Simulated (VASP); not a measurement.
Here is a VASP 6.6.1 calculation.

INCAR

```
PREC = Accurate
ENCUT = 520
EDIFF = 1E-6
ISMEAR = -5
SIGMA = 0.1
LREAL = F
LASPH = T
NELM = 60
ALGO = Normal
ISIF = 2
LWAVE = F
LCHARG = F
GGA = PE
NBANDS = 20
```

KPOINTS

```
regular mesh
0
Gamma
  11 11 6
```

File POSCAR:

```
Tl
1.0
    3.4559983565      0.0000000000      0.0000000000
   -1.7279991783      2.9929823722      0.0000000000
    0.0000000000      0.0000000000      5.5250000000
Tl
2
Direct
    0.3333333333      0.6666666667      0.2500000000
    0.6666666667      0.3333333333      0.7500000000
```

Potentials or basis: VASP PAW PBE potentials, release 64 (Tl_d).

Run with:

```bash
$ cat potpaw_PBE.64/Tl_d/POTCAR > POTCAR
$ mpirun -np 1 vasp_std > vasp.out
```

Task: Estimate the band gap on the k mesh.

Result: Zero (bands 13 and 14 overlap by 5.65 eV).

Task: Predict the pressure.

Result: 3.2 GPa.

Stress tensor (GPa, compression positive):
```
3.32 0.00 0.00
0.00 3.32 0.00
0.00 0.00 2.99
```

Caveat: the cell stands under pressure; spin-orbit coupling is left out, which moves the levels of the heavy elements; tetrahedron occupations give inexact forces and stress in metals.
